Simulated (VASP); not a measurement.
# GaAs (d3) (F-43m) in VASP: a series of runs

GaAs (d3) is run at these levels: PBE+D3(BJ); tasks: single point, relaxation of cell and atoms.

Program: VASP 6.6.1. These are calculated values, not measurements. Logs are shortened: lines on timing, memory, paths and dates and some standing lists are left out, and cuts for length are marked.

### Step 1. The cell of the first run

Symmetry: F-43m, No. 216, cubic system. Conventional cell: a = 5.750 Å, b = 5.750 Å, c = 5.750 Å, α = 90.00°, β = 90.00°, γ = 90.00°. Ga (site symmetry -43m) has 4 As at 2.49 Å within 3.3 Å. As (site symmetry -43m) has 4 Ga at 2.49 Å within 3.3 Å.

### Step 2. Single point, PBE+D3(BJ)

Contents of INCAR:

```
SYSTEM = GaAs
PREC = Accurate
ENCUT = 520
EDIFF = 1E-6
ISMEAR = 0
SIGMA = 0.1
LREAL = .False.
LASPH = .True.
NELM = 100
ALGO = Normal
ISIF = 2
LWAVE = .False.
LCHARG = .False.
GGA = PE
IVDW = 12
NBANDS = 16
```

Contents of KPOINTS:

```
regular mesh
0
Gamma
  6 6 6
  0 0 0
```

Contents of POSCAR:

```
GaAs
1.0
    0.0000000000      2.8750910500      2.8750910500
    2.8750910500      0.0000000000      2.8750910500
    2.8750910500      2.8750910500      0.0000000000
Ga As
1 1
Direct
    0.0000000000      0.0000000000      0.0000000000
    0.7500000000      0.7500000000      0.7500000000
```

Potentials or basis: VASP PAW PBE potentials, release 64 (Ga_d, As).

The run is started by

```sh
$ cat potpaw_PBE.64/Ga_d/POTCAR potpaw_PBE.64/As/POTCAR > POTCAR
$ mpirun -np 1 vasp_std > vasp.out
```

OUTCAR:

```text
SYSTEM = GaAs
   PREC = Accurate
   ENCUT = 520
   EDIFF = 1E-6
   ISMEAR = 0
   LREAL = .False.
   LASPH = .True.
   NELM = 100
   ISIF = 2
   GGA = PE
   IVDW = 12
 IVDW          = 12

 ion  position               nearest neighbor table
   1  0.000  0.000  0.000-   2 2.49   2 2.49   2 2.49   2 2.49
   2  0.750  0.750  0.750-   1 2.49   1 2.49   1 2.49   1 2.49

  LATTYP: Found a face centered cubic cell.
 ALAT       =     5.7501821000

  Lattice vectors:

 A1 = (   0.0000000000,   2.8750910500,   2.8750910500)
 A2 = (   2.8750910500,   0.0000000000,   2.8750910500)
 A3 = (   2.8750910500,   2.8750910500,   0.0000000000)

Analysis of symmetry for initial positions (statically):
=====================================================================
 Subroutine PRICEL returns:
 Original cell was already a primitive cell.

 Routine SETGRP: Setting up the symmetry group for a
 face centered cubic supercell.

 Subroutine GETGRP returns: Found 24 space group operations
 (whereof 24 operations were pure point group operations)
 out of a pool of 48 trial point group operations.

The static configuration has the point symmetry T_d .

Analysis of symmetry for dynamics (positions and initial velocities):
=====================================================================
 Subroutine PRICEL returns:
 Original cell was already a primitive cell.

 Routine SETGRP: Setting up the symmetry group for a
 face centered cubic supercell.

 Subroutine GETGRP returns: Found 24 space group operations
 (whereof 24 operations were pure point group operations)
 out of a pool of 48 trial point group operations.

The dynamic configuration has the point symmetry T_d .

 Subroutine INISYM returns: Found 24 space group operations
 (whereof 24 operations are pure point group operations),
 and found     1 'primitive' translations

----------------------------------------------------------------------------------------

                                     Primitive cell

  volume of cell :      47.5319

  direct lattice vectors                    reciprocal lattice vectors
     0.000000000  2.875091050  2.875091050    -0.173907536  0.173907536  0.173907536
     2.875091050  0.000000000  2.875091050     0.173907536 -0.173907536  0.173907536
     2.875091050  2.875091050  0.000000000     0.173907536  0.173907536 -0.173907536

  length of vectors
     4.065992756  4.065992756  4.065992756     0.301216688  0.301216688  0.301216688

  position of ions in fractional coordinates (direct lattice)
     0.000000000  0.000000000  0.000000000
     0.750000000  0.750000000  0.750000000

  ion indices of the primitive-cell ions
   primitive index   ion index
                 1           1
                 2           2

----------------------------------------------------------------------------------------

 KPOINTS: regular mesh

Automatic generation of k-mesh.
 Grid dimensions read from file:
 generate k-points for:    6    6    6

 Generating k-lattice:

  Cartesian coordinates                     Fractional coordinates (reciprocal lattice)
    -0.028984589  0.028984589  0.028984589     0.166666667  0.000000000  0.000000000
     0.028984589 -0.028984589  0.028984589     0.000000000  0.166666667  0.000000000
     0.028984589  0.028984589 -0.028984589     0.000000000  0.000000000  0.166666667

  Length of vectors
     0.050202781  0.050202781  0.050202781

  Shift w.r.t. Gamma in fractional coordinates (k-lattice)
     0.000000000  0.000000000  0.000000000

 Subroutine IBZKPT returns following result:
 ===========================================

 Found     16 irreducible k-points:

 Following reciprocal coordinates:
            Coordinates               Weight
  0.000000  0.000000  0.000000      1.000000
  0.166667  0.000000  0.000000      8.000000
  0.333333  0.000000  0.000000      8.000000
  0.500000  0.000000  0.000000      4.000000
  0.166667  0.166667  0.000000      6.000000
  0.333333  0.166667  0.000000     24.000000
[... 8 lines left out ...]
 -0.333333  0.333333  0.166667     24.000000
 -0.333333  0.500000  0.166667     12.000000
   k-points           NKPTS =     16   k-points in BZ     NKDIM =     16   number of bands    NBANDS=     16
   number of dos      NEDOS =    301   number of ions     NIONS =      2
   total plane-waves  NPLWV =  27000
   dimension x,y,z NGX =    30 NGY =   30 NGZ =   30
   dimension x,y,z NGXF=    60 NGYF=   60 NGZF=   60
   ions per type =               1   1
   NGX,Y,Z   is equivalent  to a cutoff of  12.27, 12.27, 12.27 a.u.
   NGXF,Y,Z  is equivalent  to a cutoff of  24.53, 24.53, 24.53 a.u.
 SYSTEM =  GaAs
   PREC   = accura    normal or accurate (medium, high low for compatibility)
   ISTART =      0    job   : 0-new  1-cont  2-samecut
   ICHARG =      2    charge: 1-file 2-atom 10-const
   ISPIN  =      1    spin polarized calculation?
   LNONCOLLINEAR =      F non collinear calculations
   LSORBIT =      F    spin-orbit coupling
   LASPH  =      T    aspherical Exc in radial PAW
   ENCUT  =  520.0 eV  38.22 Ry    6.18 a.u.   7.56  7.56  7.56*2*pi/ulx,y,z
   NELM   =    100;   NELMIN=  2; NELMDL= -5     # of ELM steps
   EDIFF  = 0.1E-05   stopping-criterion for ELM
   LREAL  =      F    real-space projection
   EDIFFG = 0.1E-04   stopping-criterion for IOM
   NSW    =      0    number of steps for IOM
   IBRION =     -1    ionic relax: 0-MD 1-quasi-New 2-CG
   NFREE  =      0    steps in history (QN), initial steepest desc. (CG)
   ISIF   =      2    stress and relaxation
   ISYM   =      2    0-nonsym 1-usesym 2-fastsym
   POTIM  = 0.5000    time-step for ionic-motion
   TEBEG  =    0.0;   TEEND  =   0.0 temperature during run
   PSTRESS=    0.0 pullay stress
   NELECT =      18.0000    total number of electrons
   NUPDOWN=      -1.0000    fix difference up-down
   EMIN   =  10.00;   EMAX   =-10.00  energy-range for DOS
   EFERMI =   0.00;   METHOD = LEGACY
   ISMEAR =     0;   SIGMA  =   0.10  broadening in eV -4-tet -1-fermi 0-gaus
   EFERMI_NEDOS =   21; number of points for ismear=-14 and -15
   IALGO  =     38    algorithm
   IMIX   =      4    mixing-type and parameters
     AMIX     =   0.40;   BMIX     =  1.00
     AMIX_MAG =   1.60;   BMIX_MAG =  1.00
  volume/ion in A,a.u.               =      23.77       160.38
  Fermi-wavevector in a.u.,A,eV,Ry     =   1.184415  2.238221 19.086796  1.402840
  Thomas-Fermi vector in A             =   2.320630
   LORBIT       =      0    0 simple, 1 ext, 2 COOP (PROOUT), +10 PAW based schemes
   GGA     = PE    functional components
   LHFCALC =     F    Hartree Fock is set to
   AEXX    =    0.0000 exact exchange contribution
   IVDW    =    12    specifies the selected vdW correction
   LEPSILON=     F    determine dielectric tensor
   LRPA    =     F    only Hartree local field effects (RPA)
 non-spin polarized calculation
 Gauss-broadening in eV      SIGMA  =   0.10
  energy-cutoff  :      520.00
  volume of cell :       47.53
 maximum number of plane-waves:      1303
   NGX = 15   NGY = 15   NGZ = 15

 number of electron      17.9999988 magnetization

 Free energy of the ion-electron system (eV)
  ---------------------------------------------------
  ext. energy  EPLUGINS =         0.00000000
  ---------------------------------------------------
  free energy    TOTEN  =        -8.25113761 eV

  energy without entropy =       -8.25061634  energy(sigma->0) =       -8.25087698

 E-fermi :   3.5729     XC(G=0):  -9.3570

 val. band max:        3.4765111688   @ k =   0.0000   0.0000   0.0000
 cond. band min:       3.6186210273   @ k =   0.0000   0.0000   0.0000
 fundamental gap:      0.1421098585
 Fermi energy:         3.5729271053

 k-point     1 :       0.0000    0.0000    0.0000
  band No.  band energies     occupation
      1     -11.2582      2.00000
      2     -11.2582      2.00000
      3     -11.2582      2.00000
      4     -11.1910      2.00000
      5     -11.1910      2.00000
      6      -8.8967      2.00000
[... 8 lines left out ...]
     15      13.4684      0.00000
     16      13.4684      0.00000

 k-point     2 :       0.1667    0.0000    0.0000
  band No.  band energies     occupation
      1     -11.2757      2.00000
      2     -11.2532      2.00000
      3     -11.2532      2.00000
      4     -11.1911      2.00000
      5     -11.1911      2.00000
      6      -8.5999      2.00000
[... 8 lines left out ...]
     15      12.4481      0.00000
     16      12.4481      0.00000

 k-point     3 :       0.3333    0.0000    0.0000
  band No.  band energies     occupation
      1     -11.3073      2.00000
      2     -11.2450      2.00000
      3     -11.2450      2.00000
      4     -11.1896      2.00000
      5     -11.1896      2.00000
      6      -7.8383      2.00000
[... 8 lines left out ...]
     15      13.0160      0.00000
     16      13.0160      0.00000

 k-point     4 :       0.5000    0.0000    0.0000
  band No.  band energies     occupation
      1     -11.3220      2.00000
      2     -11.2419      2.00000
      3     -11.2419      2.00000
      4     -11.1877      2.00000
      5     -11.1877      2.00000
      6      -7.2834      2.00000
[... 8 lines left out ...]
     15      15.0926      0.00000
     16      15.0926      0.00000
[... 172 lines left out ...]
 k-point    14 :       0.5000    0.3333    0.1667
  band No.  band energies     occupation
      1     -11.3279      2.00000
      2     -11.2355      2.00000
      3     -11.2297      2.00000
      4     -11.1993      2.00000
      5     -11.1858      2.00000
      6      -7.2302      2.00000
[... 8 lines left out ...]
     15      14.3217      0.00000
     16      16.2221      0.00000

 k-point    15 :      -0.3333    0.3333    0.1667
  band No.  band energies     occupation
      1     -11.3342      2.00000
      2     -11.2350      2.00000
      3     -11.2255      2.00000
      4     -11.1974      2.00000
      5     -11.1878      2.00000
      6      -6.7811      2.00000
[... 8 lines left out ...]
     15      15.3299      0.00000
     16      15.8447      0.00000

 k-point    16 :      -0.3333    0.5000    0.1667
  band No.  band energies     occupation
      1     -11.3421      2.00000
      2     -11.2284      2.00000
      3     -11.2202      2.00000
      4     -11.2032      2.00000
      5     -11.1848      2.00000
      6      -6.5725      2.00000
[... 8 lines left out ...]
     15      15.3438      0.00000
     16      16.4834      0.00000

------------------------ aborting loop because EDIFF is reached ----------------------------------------

 Edisp (eV)   -0.61495

 E8    (eV) :    -0.2742

  FORCE on cell =-STRESS in cart. coord.  units (eV):
  Direction    XX          YY          ZZ          XY          YZ          ZX
  --------------------------------------------------------------------------------------
  -------------------------------------------------------------------------------------
  Total      -0.66785    -0.66785    -0.66785     0.00000    -0.00000    -0.00000
  in kB     -22.51165   -22.51165   -22.51165     0.00000    -0.00000    -0.00000
  external pressure =      -22.51 kB  Pullay stress =        0.00 kB

 VOLUME and BASIS-vectors are now :
 -----------------------------------------------------------------------------
  energy-cutoff  :      520.00
  volume of cell :       47.53
      direct lattice vectors                 reciprocal lattice vectors
     0.000000000  2.875091050  2.875091050    -0.173907536  0.173907536  0.173907536
     2.875091050  0.000000000  2.875091050     0.173907536 -0.173907536  0.173907536
     2.875091050  2.875091050  0.000000000     0.173907536  0.173907536 -0.173907536

 POSITION                                       TOTAL-FORCE (eV/Angst)
 -----------------------------------------------------------------------------------
      0.00000      0.00000      0.00000        -0.000000     -0.000000     -0.000000
      4.31264      4.31264      4.31264         0.000000      0.000000      0.000000
 -----------------------------------------------------------------------------------
    total drift:                               -0.000002     -0.000002     -0.000002

  FREE ENERGIE OF THE ION-ELECTRON SYSTEM (eV)
  ---------------------------------------------------
  free  energy   TOTEN  =        -8.8660836578 eV

  energy  without entropy=       -8.8655623873  energy(sigma->0) =       -8.86582302
```

Wall time 9.1 s (1 thread of Intel Xeon Platinum 8488C (Sapphire Rapids), shared host); peak memory 0.18 GiB.

What came out:

```yaml
Free_energy: -8.8661 eV
Pressure: -2.3 GPa
Band_gap_on_the_k_mesh: 0.14 eV, direct
Dispersion_energy_per_atom: -0.307 eV
```

Levels at points of the mesh, in eV from the valence-band top:
```csv
k point,band 5,band 6,band 7,band 8,band 9,band 10,band 11,band 12,band 13,band 14
"(0.00, 0.00, 0.00)",-14.67,-12.37,0.00,0.00,0.00,0.14,3.71,3.71,3.71,7.43
"(0.50, 0.00, 0.00)",-14.66,-10.76,-6.38,-1.07,-1.07,0.86,4.61,4.61,7.69,10.02
"(0.50, 0.50, 0.00)",-14.66,-10.08,-6.59,-2.51,-2.51,1.55,1.67,9.76,9.76,10.53
```

### Step 3. Single point, PBE+D3(BJ)

This run uses another cell than the first one, of 22.86 Å³/atom, 0.962 times its volume.

Contents of INCAR:

```
PREC     = Accurate       # precision mode
ENCUT    = 520            # plane-wave cutoff, eV
EDIFF    = 1E-6           # SCF threshold, eV
ISMEAR   = 0              # smearing method
SIGMA    = 0.01           # smearing width, eV
LREAL    = False          # projectors in reciprocal space
LASPH    = True           # aspherical terms in the spheres
NELM     = 80             # most SCF steps
ALGO     = Normal         # electronic algorithm
ISIF     = 2              # what is computed and relaxed
LWAVE    = False          # write WAVECAR
LCHARG   = False          # write CHGCAR
GGA      = PE             # functional
IVDW     = 12             # dispersion correction
NBANDS   = 16             # bands
```

Contents of KPOINTS:

```
regular mesh
0
Gamma
  10 10 10
```

Contents of POSCAR:

```
GaAs
1.0
    0.0000000000      2.8380701557      2.8380701557
    2.8380701557      0.0000000000      2.8380701557
    2.8380701557      2.8380701557      0.0000000000
Ga As
1 1
Direct
    0.0000000000      0.0000000000      0.0000000000
    0.7500000000      0.7500000000      0.7500000000
```

Potentials or basis: VASP PAW PBE potentials, release 64 (Ga_d, As).

The run is started by

```sh
$ cat potpaw_PBE.64/Ga_d/POTCAR potpaw_PBE.64/As/POTCAR > POTCAR
$ mpirun -np 1 vasp_std > vasp.out
```

Run time: 24 s. Hardware: 1 thread of Intel Xeon Platinum 8488C (Sapphire Rapids), shared host; peak memory 0.19 GiB.

It converged, with:

| Quantity | Value |
| --- | --- |
| Free energy | -8.9025 eV |
| Pressure | 0.2 GPa |
| Band gap on the k mesh | 0.43 eV, direct |
| Dispersion energy per atom | -0.321 eV |

Levels at points of the mesh, in eV from the valence-band top:
| k point | band 6 | band 7 | band 8 | band 9 | band 10 | band 11 | band 12 | band 13 |
| --- | --- | --- | --- | --- | --- | --- | --- | --- |
| (0.00, 0.00, 0.00) | -12.64 | 0.00 | 0.00 | 0.00 | 0.43 | 3.73 | 3.73 | 3.73 |
| (0.50, 0.00, 0.00) | -10.91 | -6.57 | -1.12 | -1.12 | 0.97 | 4.63 | 4.63 | 7.74 |
| (0.50, 0.50, 0.00) | -10.19 | -6.76 | -2.64 | -2.64 | 1.49 | 1.66 | 10.07 | 10.07 |

### Step 4. Relaxation of cell and atoms, PBE+D3(BJ)

Contents of INCAR:

```
SYSTEM = GaAs
PREC     = Accurate       ! precision mode
ENCUT    = 600            ! plane-wave cutoff, eV
EDIFF    = 1E-6           ! SCF threshold, eV
ISMEAR   = 0              ! smearing method
SIGMA    = 0.01           ! smearing width, eV
LREAL    = .FALSE.        ! projectors in reciprocal space
LASPH    = .TRUE.         ! aspherical terms in the spheres
NELM     = 100            ! most SCF steps
ALGO     = Normal         ! electronic algorithm
ISIF     = 3              ! what is computed and relaxed
LWAVE    = .FALSE.        ! write WAVECAR
LCHARG   = .FALSE.        ! write CHGCAR
GGA      = PE             ! functional
IVDW     = 12             ! dispersion correction
IBRION   = 2              ! ionic algorithm
NSW      = 100            ! ionic steps
EDIFFG   = -0.002         ! ionic threshold
```

Contents of KPOINTS:

```
Automatic mesh
0
G
  10 10 10
  0 0 0
```

Contents of POSCAR:

```
GaAs
1.0
    0.0000000000      2.8750910500      2.8750910500
    2.8750910500      0.0000000000      2.8750910500
    2.8750910500      2.8750910500      0.0000000000
Ga As
1 1
Direct
    0.0000000000      0.0000000000      0.0000000000
    0.7500000000      0.7500000000      0.7500000000
```

The run is started by

```sh
$ cat potpaw_PBE.64/Ga_d/POTCAR potpaw_PBE.64/As/POTCAR > POTCAR
$ mpirun -np 1 vasp_std > vasp.out
```

It took 58 s on 1 thread of Intel Xeon Platinum 8488C (Sapphire Rapids), shared host; peak memory 0.22 GiB.

The run converged. Its results:

| Property | Result |
| --- | --- |
| Free energy | -8.9027 eV |
| Relaxed volume | 22.92 Å³/atom |
| Relaxed cell | a = 4.017 Å, b = 4.017 Å, c = 4.017 Å, α = 60.00°, β = 60.00°, γ = 60.00° |
| Space group after relaxing (to 0.05 Å) | F-43m (No. 216) |
| Energy gained by relaxing | 6.3 meV/atom |
| Ionic steps | 6 |
| Pressure after relaxing | 0.0 GPa |
| Band gap on the k mesh | 0.41 eV, direct |
| Dispersion energy per atom | -0.320 eV |

The path:
| step | energy change (eV) | largest force (eV/Å) | pressure (GPa) | volume (Å³) |
| --- | --- | --- | --- | --- |
| 1 | 0.0000 | 0.0000 | -2.29 | 47.53 |
| 2 | -0.0110 | 0.0000 | 0.86 | 45.24 |
| 3 | -0.0126 | 0.0000 | 0.04 | 45.82 |
| 4 | -0.0126 | 0.0000 | -0.08 | 45.85 |
| 5 | -0.0126 | 0.0000 | -0.05 | 45.85 |
| 6 | -0.0126 | 0.0000 | 0.01 | 45.84 |

Final structure:
```xyz
2
Lattice="0.0000 2.8406 2.8406 2.8406 0.0000 2.8406 2.8406 2.8406 0.0000" Properties=species:S:1:pos:R:3 pbc="T T T"
Ga    0.0000    0.0000    0.0000
As    4.2609    4.2609    4.2609
```

Levels at points of the mesh, in eV from the valence-band top:
```
           k point  band 6  band 7  band 8  band 9  band 10  band 11  band 12  band 13
(0.00, 0.00, 0.00)  -12.62    0.00    0.00    0.00     0.41     3.73     3.73     3.73
(0.50, 0.00, 0.00)  -10.90   -6.56   -1.12   -1.12     0.96     4.63     4.63     7.74
(0.50, 0.50, 0.00)  -10.18   -6.75   -2.63   -2.63     1.49     1.66    10.05    10.05
```

### Step 5. The runs side by side

```csv
task,cell,k mesh,cutoff (eV),smearing,gap on the mesh (eV),pressure (GPa)
single point,"a = 4.066 Å, angles 60.0°, 2 atoms",6 × 6 × 6,520,gaussian 0.1 eV,0.14,-2.3
single point,"a = 4.014 Å, angles 60.0°, 2 atoms",10 × 10 × 10,520,gaussian 0.01 eV,0.43,0.2
relaxation of cell and atoms,"relaxed from a = 4.066 Å, angles 60.0°, 2 atoms",10 × 10 × 10,600,gaussian 0.01 eV,0.41,0.0
```

Alike in all rows: level PBE+D3(BJ); potentials or basis VASP PAW PBE potentials, release 64 (Ga_d, As); no spin polarisation.

Total energies depend on the potentials used, so only differences within one code and one set of settings carry meaning.
